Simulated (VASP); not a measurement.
# ZrB (Fm-3m) in VASP: settings compared

Aim: see how the results for ZrB move with the level of theory and the settings. Levels: PBE-based screened hybrid with 25 % exact exchange, B3LYP, PBE0. Tasks: single point.

Program: VASP 6.6.1. These are calculated values, not measurements. Logs are shortened: lines on timing, memory, paths and dates and some standing lists are left out, and cuts for length are marked.

## 1. The cell of the first run

Symmetry: Fm-3m, No. 225, cubic system. The conventional cell has a = 4.895 Å, b = 4.895 Å, c = 4.895 Å, α = 90.00°, β = 90.00°, γ = 90.00°. Within 3.2 Å of Zr (site symmetry m-3m) lie 6 B at 2.45 Å. Within 3.2 Å of B (site symmetry m-3m) lie 6 Zr at 2.45 Å.

## 2. Single point, PBE-based screened hybrid with 25 % exact exchange

File POSCAR:

```
ZrB
1.0
    0.0000000000      2.4477473695      2.4477473695
    2.4477473695      0.0000000000      2.4477473695
    2.4477473695      2.4477473695      0.0000000000
Zr B
1 1
Direct
    0.0000000000      0.0000000000      0.0000000000
    0.5000000000      0.5000000000      0.5000000000
```

File INCAR.step1:

```
SYSTEM = ZrB
ALGO = Normal
EDIFF = 1E-5
ENCUT = 520
GGA = PE
ISIF = 2
ISMEAR = -1
LASPH = .TRUE.
LCHARG = .FALSE.
LREAL = .FALSE.
LWAVE = .TRUE.
NBANDS = 14
NELM = 60
PREC = Accurate
SIGMA = 0.05
```

File INCAR.step2:

```
SYSTEM = ZrB
AEXX = 0.25
ALGO = Normal
EDIFF = 1E-7
ENCUT = 520
GGA = PE
HFSCREEN = 0.3
ISIF = 2
ISMEAR = -1
ISTART = 1
LASPH = .TRUE.
LCHARG = .FALSE.
LHFCALC = .TRUE.
LREAL = .FALSE.
LWAVE = .FALSE.
NBANDS = 14
NELM = 60
PREC = Accurate
PRECFOCK = Normal
SIGMA = 0.05
```

File KPOINTS:

```
k-points
0
G
  5 5 5
  0 0 0
```

Potentials or basis: VASP PAW PBE potentials, release 64 (Zr_sv, B).

Launch:

```
> cat potpaw_PBE.64/Zr_sv/POTCAR potpaw_PBE.64/B/POTCAR > POTCAR
> cp INCAR.step1 INCAR
> mpirun -np 1 vasp_std > vasp.out
> cp INCAR.step2 INCAR
> mpirun -np 1 vasp_std > vasp.out
```

OUTCAR:

```text
SYSTEM = ZrB
   AEXX = 0.25
   EDIFF = 1E-7
   ENCUT = 520
   GGA = PE
   HFSCREEN = 0.3
   ISIF = 2
   ISMEAR = -1
   ISTART = 1
   LASPH = .TRUE.
   LHFCALC = .TRUE.
   LREAL = .FALSE.
   NELM = 60
   PREC = Accurate
   PRECFOCK = Normal

 ion  position               nearest neighbor table
   1  0.000  0.000  0.000-   2 2.45   2 2.45   2 2.45   2 2.45   2 2.45   2 2.45
   2  0.500  0.500  0.500-   1 2.45   1 2.45   1 2.45   1 2.45   1 2.45   1 2.45

  LATTYP: Found a face centered cubic cell.
 ALAT       =     4.8954947390

  Lattice vectors:

 A1 = (   0.0000000000,   2.4477473695,   2.4477473695)
 A2 = (   2.4477473695,   0.0000000000,   2.4477473695)
 A3 = (   2.4477473695,   2.4477473695,   0.0000000000)

Analysis of symmetry for initial positions (statically):
=====================================================================
 Subroutine PRICEL returns:
 Original cell was already a primitive cell.

 Routine SETGRP: Setting up the symmetry group for a
 face centered cubic supercell.

 Subroutine GETGRP returns: Found 48 space group operations
 (whereof 48 operations were pure point group operations)
 out of a pool of 48 trial point group operations.

The static configuration has the point symmetry O_h .

Analysis of symmetry for dynamics (positions and initial velocities):
=====================================================================
 Subroutine PRICEL returns:
 Original cell was already a primitive cell.

 Routine SETGRP: Setting up the symmetry group for a
 face centered cubic supercell.

 Subroutine GETGRP returns: Found 48 space group operations
 (whereof 48 operations were pure point group operations)
 out of a pool of 48 trial point group operations.

The dynamic configuration has the point symmetry O_h .

 Subroutine INISYM returns: Found 48 space group operations
 (whereof 48 operations are pure point group operations),
 and found     1 'primitive' translations

----------------------------------------------------------------------------------------

                                     Primitive cell

  volume of cell :      29.3312

  direct lattice vectors                    reciprocal lattice vectors
     0.000000000  2.447747370  2.447747370    -0.204269446  0.204269446  0.204269446
     2.447747370  0.000000000  2.447747370     0.204269446 -0.204269446  0.204269446
     2.447747370  2.447747370  0.000000000     0.204269446  0.204269446 -0.204269446

  length of vectors
     3.461637527  3.461637527  3.461637527     0.353805060  0.353805060  0.353805060

  position of ions in fractional coordinates (direct lattice)
     0.000000000  0.000000000  0.000000000
     0.500000000  0.500000000  0.500000000

  ion indices of the primitive-cell ions
   primitive index   ion index
                 1           1
                 2           2

----------------------------------------------------------------------------------------

 KPOINTS: k-points

Automatic generation of k-mesh.
 Grid dimensions read from file:
 generate k-points for:    5    5    5

 Generating k-lattice:

  Cartesian coordinates                     Fractional coordinates (reciprocal lattice)
    -0.040853889  0.040853889  0.040853889     0.200000000  0.000000000  0.000000000
     0.040853889 -0.040853889  0.040853889     0.000000000  0.200000000  0.000000000
     0.040853889  0.040853889 -0.040853889     0.000000000  0.000000000  0.200000000

  Length of vectors
     0.070761012  0.070761012  0.070761012

  Shift w.r.t. Gamma in fractional coordinates (k-lattice)
     0.000000000  0.000000000  0.000000000

 Subroutine IBZKPT returns following result:
 ===========================================

 Found     10 irreducible k-points:

 Following reciprocal coordinates:
            Coordinates               Weight
  0.000000  0.000000  0.000000      1.000000
  0.200000  0.000000  0.000000      8.000000
  0.400000  0.000000  0.000000      8.000000
  0.200000  0.200000  0.000000      6.000000
  0.400000  0.200000  0.000000     24.000000
 -0.400000  0.200000  0.000000     24.000000
 -0.200000  0.200000  0.000000     12.000000
  0.400000  0.400000  0.000000      6.000000
 -0.400000  0.400000  0.000000     12.000000
 -0.400000  0.400000  0.200000     24.000000
   k-points           NKPTS =     10   k-points in BZ     NKDIM =    125   number of bands    NBANDS=     14
   number of dos      NEDOS =    301   number of ions     NIONS =      2
   total plane-waves  NPLWV =  21952
   dimension x,y,z NGX =    28 NGY =   28 NGZ =   28
   dimension x,y,z NGXF=    56 NGYF=   56 NGZF=   56
   ions per type =               1   1
   NGX,Y,Z   is equivalent  to a cutoff of  13.45, 13.45, 13.45 a.u.
   NGXF,Y,Z  is equivalent  to a cutoff of  26.89, 26.89, 26.89 a.u.
 SYSTEM =  ZrB
   PREC   = accura    normal or accurate (medium, high low for compatibility)
   ISTART =      1    job   : 0-new  1-cont  2-samecut
   ICHARG =      0    charge: 1-file 2-atom 10-const
[... 115 lines left out ...]
     11      13.3572      0.00000
     12      16.8199      0.00000
     13      18.9457      0.00000
     14      18.9457      0.00000

 k-point     4 :       0.2000    0.2000    0.0000
  band No.  band energies     occupation
      1     -43.3806      2.00000
      2     -20.0473      2.00000
      3     -19.9148      2.00000
      4     -19.9148      2.00000
      5      -0.6916      2.00000
      6       6.3727      2.00000
      7       8.2933      0.00000
      8       8.9093      0.00000
      9       8.9093      0.00000
     10      11.4437      0.00000
     11      13.3651      0.00000
     12      13.3651      0.00000
     13      15.8627      0.00000
     14      21.2757      0.00000

 k-point     5 :       0.4000    0.2000    0.0000
  band No.  band energies     occupation
      1     -43.3470      2.00000
      2     -20.3006      2.00000
      3     -19.9803      2.00000
      4     -19.9569      2.00000
      5       0.7193      2.00000
      6       4.9682      2.00000
      7       6.5737      2.00000
      8       7.6019      0.87345
      9      10.2151      0.00000
     10      12.9112      0.00000
     11      14.0295      0.00000
     12      15.5269      0.00000
     13      17.7985      0.00000
     14      20.3300      0.00000

 k-point     6 :      -0.4000    0.2000    0.0000
  band No.  band energies     occupation
      1     -43.3341      2.00000
      2     -20.3837      2.00000
      3     -20.0613      2.00000
      4     -19.9297      2.00000
      5       1.8374      2.00000
      6       3.9770      2.00000
      7       6.1797      2.00000
      8       6.5476      2.00000
      9      12.3980      0.00000
     10      12.6475      0.00000
     11      13.8165      0.00000
     12      17.0003      0.00000
     13      18.1440      0.00000
     14      18.5557      0.00000

 k-point     7 :      -0.2000    0.2000    0.0000
  band No.  band energies     occupation
      1     -43.3599      2.00000
      2     -20.2248      2.00000
      3     -20.0060      2.00000
      4     -19.8703      2.00000
      5       0.3864      2.00000
      6       5.5391      2.00000
      7       6.7484      2.00000
      8       6.7724      2.00000
      9      10.9361      0.00000
     10      12.7802      0.00000
     11      13.5150      0.00000
     12      14.6625      0.00000
     13      18.7872      0.00000
     14      19.0022      0.00000

 k-point     8 :       0.4000    0.4000    0.0000
  band No.  band energies     occupation
      1     -43.3290      2.00000
      2     -20.3571      2.00000
      3     -20.0334      2.00000
      4     -20.0334      2.00000
      5       0.4010      2.00000
      6       5.7330      2.00000
      7       6.8409      2.00000
      8       9.3852      0.00000
      9       9.3852      0.00000
     10      12.3418      0.00000
     11      14.2309      0.00000
     12      14.2309      0.00000
     13      17.8223      0.00000
     14      19.0189      0.00000

 k-point     9 :      -0.4000    0.4000    0.0000
  band No.  band energies     occupation
      1     -43.3210      2.00000
      2     -20.3426      2.00000
      3     -20.1526      2.00000
      4     -20.0170      2.00000
      5       0.8463      2.00000
      6       5.9033      2.00000
      7       6.1210      2.00000
      8       8.0342      0.00027
      9      10.1379      0.00000
     10      13.5062      0.00000
     11      14.2285      0.00000
     12      14.9878      0.00000
     13      16.5121      0.00000
     14      20.5663      0.00000

 k-point    10 :      -0.4000    0.4000    0.2000
  band No.  band energies     occupation
      1     -43.3260      2.00000
      2     -20.3008      2.00000
      3     -20.1529      2.00000
      4     -20.0095      2.00000
      5       1.2189      2.00000
      6       5.2463      2.00000
      7       6.1782      2.00000
      8       6.9324      2.00000
      9      11.5262      0.00000
     10      13.0655      0.00000
     11      14.2201      0.00000
     12      14.8992      0.00000
     13      17.3811      0.00000
     14      20.8505      0.00000

------------------------ aborting loop because EDIFF is reached ----------------------------------------

  FORCE on cell =-STRESS in cart. coord.  units (eV):
  Direction    XX          YY          ZZ          XY          YZ          ZX
  --------------------------------------------------------------------------------------
  -------------------------------------------------------------------------------------
  Total        0.0117228      0.0117228      0.0117228     -0.0000000      0.0000000     -0.0000000
  in kB        0.6403436      0.6403436      0.6403436     -0.0000000      0.0000000     -0.0000000
  external PRESSURE =       0.6403436 kB  Pullay stress =       0.0000000 kB

 VOLUME and BASIS-vectors are now :
 -----------------------------------------------------------------------------
  energy-cutoff  :      520.00
  volume of cell :       29.33
      direct lattice vectors                 reciprocal lattice vectors
     0.000000000  2.447747370  2.447747370    -0.204269446  0.204269446  0.204269446
     2.447747370  0.000000000  2.447747370     0.204269446 -0.204269446  0.204269446
     2.447747370  2.447747370  0.000000000     0.204269446  0.204269446 -0.204269446

 POSITION                                       TOTAL-FORCE (eV/Angst)
 -----------------------------------------------------------------------------------
      0.00000      0.00000      0.00000         0.000000     -0.000000      0.000000
      2.44775      2.44775      2.44775        -0.000000      0.000000      0.000000
 -----------------------------------------------------------------------------------
    total drift:                               -0.000009      0.000004     -0.000005

  FREE ENERGIE OF THE ION-ELECTRON SYSTEM (eV)
  ---------------------------------------------------
  free  energy   TOTEN  =       -17.6133503008 eV

  energy  without entropy=      -17.6000053220  energy(sigma->0) =      -17.60667781
```

It took 7.5 min on 1 thread of Intel Xeon Platinum 8259CL at 2.50GHz (Skylake/Cascade Lake), shared host; peak memory 0.26 GiB.

Results:

* Free energy: -17.6134 eV
* Pressure: 0.1 GPa
* Band gap on the k mesh: zero (an odd number of electrons rules out a gap without spin polarisation)

Caveat: the k points lie up to 0.44 Å⁻¹ apart, too coarse for converged energies and pressures of a metal; the PAW data sets were made with another functional, which shifts forces and pressure a little.

## 3. Single point, B3LYP

This run uses another cell than the first one, of 15.03 Å³/atom.

File POSCAR:

```
ZrB
1.0
    0.0000000000      2.4680279293      2.4680279293
    2.4680279293      0.0000000000      2.4680279293
    2.4680279293      2.4680279293      0.0000000000
Zr B
1 1
Direct
    0.0000000000      0.0000000000      0.0000000000
    0.5000000000      0.5000000000      0.5000000000
```

File INCAR.step1:

```
PREC     = Accurate       # precision mode
ENCUT    = 520            # plane-wave cutoff, eV
EDIFF    = 1E-5           # SCF threshold, eV
ISMEAR   = -1             # smearing method
SIGMA    = 0.05           # smearing width, eV
LREAL    = False          # projectors in reciprocal space
LASPH    = True           # aspherical terms in the spheres
NELM     = 100            # most SCF steps
ALGO     = Normal         # electronic algorithm
ISIF     = 2              # what is computed and relaxed
LWAVE    = True           # write WAVECAR
LCHARG   = False          # write CHGCAR
NBANDS   = 14             # bands
GGA      = PE             # functional
```

File INCAR.step2:

```
PREC     = Accurate       # precision mode
ENCUT    = 520            # plane-wave cutoff, eV
EDIFF    = 1E-7           # SCF threshold, eV
ISMEAR   = -1             # smearing method
SIGMA    = 0.05           # smearing width, eV
LREAL    = False          # projectors in reciprocal space
LASPH    = True           # aspherical terms in the spheres
NELM     = 100            # most SCF steps
ALGO     = Normal         # electronic algorithm
ISIF     = 2              # what is computed and relaxed
LWAVE    = False          # write WAVECAR
LCHARG   = False          # write CHGCAR
GGA      = B3             # functional
LHFCALC  = True           # exact exchange
AEXX     = 0.2            # exact-exchange fraction
AGGAX    = 0.72         
AGGAC    = 0.81         
ALDAC    = 0.19         
PRECFOCK = Normal       
NBANDS   = 14             # bands
ISTART   = 1
```

File KPOINTS:

```
regular mesh
0
Gamma
  5 5 5
```

Potentials or basis: VASP PAW PBE potentials, release 64 (Zr_sv, B).

Launch:

```
> cat potpaw_PBE.64/Zr_sv/POTCAR potpaw_PBE.64/B/POTCAR > POTCAR
> cp INCAR.step1 INCAR
> mpirun -np 1 vasp_std > vasp.out
> cp INCAR.step2 INCAR
> mpirun -np 1 vasp_std > vasp.out
```

Run time: 8.5 min. Hardware: 1 thread of Intel Xeon Platinum 8259CL at 2.50GHz (Skylake/Cascade Lake), shared host; peak memory 0.16 GiB.

It converged, with:

| Item | Value |
| --- | --- |
| Free energy | -17.1649 eV |
| Pressure | 0.2 GPa |
| Band gap on the k mesh | zero (an odd number of electrons rules out a gap without spin polarisation) |

Levels at points of the mesh, in eV from the Fermi level:
```
           k point  band 5  band 6  band 7  band 8  band 9  band 10
(0.00, 0.00, 0.00)   -9.49    2.31    2.31    2.31    3.60     3.60
```

Caveat: the k points lie up to 0.44 Å⁻¹ apart, too coarse for converged energies and pressures of a metal; the PAW data sets were made with another functional, which shifts forces and pressure a little.

## 4. Single point, PBE0, non-collinear spin, zero start, spin-orbit coupling

This run uses another cell than the first one, of 12.57 Å³/atom.

File POSCAR:

```
ZrB
1.0
    0.0000000000      2.3250000000      2.3250000000
    2.3250000000      0.0000000000      2.3250000000
    2.3250000000      2.3250000000      0.0000000000
Zr B
1 1
Direct
    0.0000000000      0.0000000000      0.0000000000
    0.5000000000      0.5000000000      0.5000000000
```

File INCAR.step1:

```
SYSTEM = ZrB
PREC     = Accurate       ! precision mode
ENCUT    = 520            ! plane-wave cutoff, eV
EDIFF    = 1E-5           ! SCF threshold, eV
ISMEAR   = -1             ! smearing method
SIGMA    = 0.05           ! smearing width, eV
LREAL    = .False.        ! projectors in reciprocal space
LASPH    = .True.         ! aspherical terms in the spheres
NELM     = 150            ! most SCF steps
ALGO     = Normal         ! electronic algorithm
ISIF     = 2              ! what is computed and relaxed
LWAVE    = .True.         ! write WAVECAR
LCHARG   = .False.        ! write CHGCAR
MAGMOM   = 0 0 0 0 0 0    ! initial moments
LORBIT   = 11             ! projections on sites
LSORBIT  = .True.         ! spin-orbit coupling
GGA_COMPAT= .False.      
LORBMOM  = .True.       
LMAXMIX  = 4              ! l up to which the mixer works
NBANDS   = 27             ! bands
GGA      = PE             ! functional
```

File INCAR.step2:

```
SYSTEM = ZrB
PREC     = Accurate       ! precision mode
ENCUT    = 520            ! plane-wave cutoff, eV
EDIFF    = 1E-6           ! SCF threshold, eV
ISMEAR   = -1             ! smearing method
SIGMA    = 0.05           ! smearing width, eV
LREAL    = .False.        ! projectors in reciprocal space
LASPH    = .True.         ! aspherical terms in the spheres
NELM     = 150            ! most SCF steps
ALGO     = Normal         ! electronic algorithm
ISIF     = 2              ! what is computed and relaxed
LWAVE    = .False.        ! write WAVECAR
LCHARG   = .False.        ! write CHGCAR
MAGMOM   = 0 0 0 0 0 0    ! initial moments
LORBIT   = 11             ! projections on sites
LSORBIT  = .True.         ! spin-orbit coupling
GGA_COMPAT= .False.      
LORBMOM  = .True.       
LMAXMIX  = 4              ! l up to which the mixer works
GGA      = PE             ! functional
LHFCALC  = .True.         ! exact exchange
AEXX     = 0.25           ! exact-exchange fraction
PRECFOCK = Normal       
NBANDS   = 27             ! bands
ISTART   = 1
```

File KPOINTS:

```
regular mesh
0
Gamma
  4 4 4
  0 0 0
```

Launch:

```
> cat potpaw_PBE.64/Zr_sv/POTCAR potpaw_PBE.64/B/POTCAR > POTCAR
> cp INCAR.step1 INCAR
> mpirun -np 1 vasp_ncl > vasp.out
> cp INCAR.step2 INCAR
> mpirun -np 1 vasp_ncl > vasp.out
```

Run time: 42 min. Hardware: 1 thread of Intel Xeon Platinum 8259CL at 2.50GHz (Skylake/Cascade Lake), shared host; peak memory 0.22 GiB.

Results (log left out):

- Free energy: -19.0507 eV
- Pressure: 35.4 GPa
- Net moment: 0.20 μB per cell
- Valence electrons inside the program's atomic spheres: Zr 10.06; B 1.93

Moments on the atoms (μB; x, y, z):
```
Zr  0.00 0.00 0.00
B   0.00 0.00 0.00
```

Caveat: the k points lie up to 0.59 Å⁻¹ apart; a moment this small can come from the mesh or the smearing; the PAW data sets were made with another functional, which shifts forces and pressure a little.

## 5. Overview

| level | spin | cell | k mesh | share of exact exchange | screening parameter | gap on the mesh (eV) | pressure (GPa) |
| --- | --- | --- | --- | --- | --- | --- | --- |
| PBE-based screened hybrid with 25 % exact exchange | off | a = 3.462 Å, angles 60.0°, 2 atoms | 5 × 5 × 5 | 0.25 | 0.3 1/Å | none | 0.1 |
| B3LYP | off | a = 3.490 Å, angles 60.0°, 2 atoms | 5 × 5 × 5 | 0.2 | - | none | 0.2 |
| PBE0 | non-collinear, zero start, SOC | a = 3.288 Å, angles 60.0°, 2 atoms | 4 × 4 × 4 | 0.25 | - | - | 35.4 |

Alike in all rows: task single point; potentials or basis VASP PAW PBE potentials, release 64 (Zr_sv, B); cutoff (eV) 520; smearing fermi-dirac 0.05 eV.

Caveats: all runs use coarse meshes; the PAW data sets were made with another functional, which shifts forces and pressure a little; a moment this small can come from the mesh or the smearing (at least some runs).

Absolute energies hang on the potentials; compare differences alone.
